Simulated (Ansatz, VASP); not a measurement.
**One calculation of ZrB, two programs**

The input INCAR:

```
ALGO = Normal
EDIFF = 1E-7
ENCUT = 520
GGA = PE
ISIF = 2
ISMEAR = 0
LASPH = True
LCHARG = False
LREAL = False
LWAVE = False
NBANDS = 14
NELM = 60
PREC = Accurate
SIGMA = 0.15
```

File KPOINTS:

```
k-points
0
Gamma
  18 18 18
```

POSCAR

```
ZrB
1.0
    0.0261562500      2.3250000000      2.3250000000
    2.3511562500      0.0000000000      2.3511562500
    2.3250000000      2.3250000000      0.0261562500
Zr B
1 1
Direct
    0.0000000000      0.0000000000      0.0000000000
    0.5000000000      0.5000000000      0.5000000000
```

Input for Ansatz:

```yaml
crystal:
  lattice:
    - [0.02615625, 2.325, 2.325]
    - [2.35115625, 0.0, 2.35115625]
    - [2.325, 2.325, 0.02615625]
  atoms:
    - { symbol: Zr, position: [0.0, 0.0, 0.0] }
    - { symbol: B, position: [0.5, 0.5, 0.5] }
basis:
  ecutwfc: 420
kpoints:
  mp_grid: { grid: [18, 18, 18] }
hamiltonian:
  xc: pbe
scf:
  occupations: { method: gaussian, width: 0.15 }
output:
  forces: true
  stress: true
  eigenvalues: true
```

Change from the starting cell: strain +0.0225 x Voigt [0, 0, 0, 0, 1, 0], atoms carried along.

Alike in both runs: task single point; functional PBE; k mesh 18 × 18 × 18; occupations gaussian, width 0.15 eV; no spin polarisation.

```csv
,VASP,Ansatz
version,VASP 6.6.1,Ansatz 0.2.0
potentials or method,"VASP PAW PBE potentials, release 64 (Zr_sv, B), cutoff 520 eV","scalar-relativistic, plane waves, PAW"
valence electrons in the cell,15,15
```

```csv
,VASP,Ansatz,Ansatz less VASP
gap on the k mesh at the Fermi level (eV),none,none,-
pressure (GPa),35.0,34.8,-0.17
"traceless stress, the component that is largest in VASP (GPa)",-1.32,-1.33,-0.004
```

A gap of «none» marks a metal or a gap that the smearing closes. Both programs put the cell under a high pressure, so it lies far from rest at this level. The functional is the same, so the differences come from potentials, cutoffs and numerics.
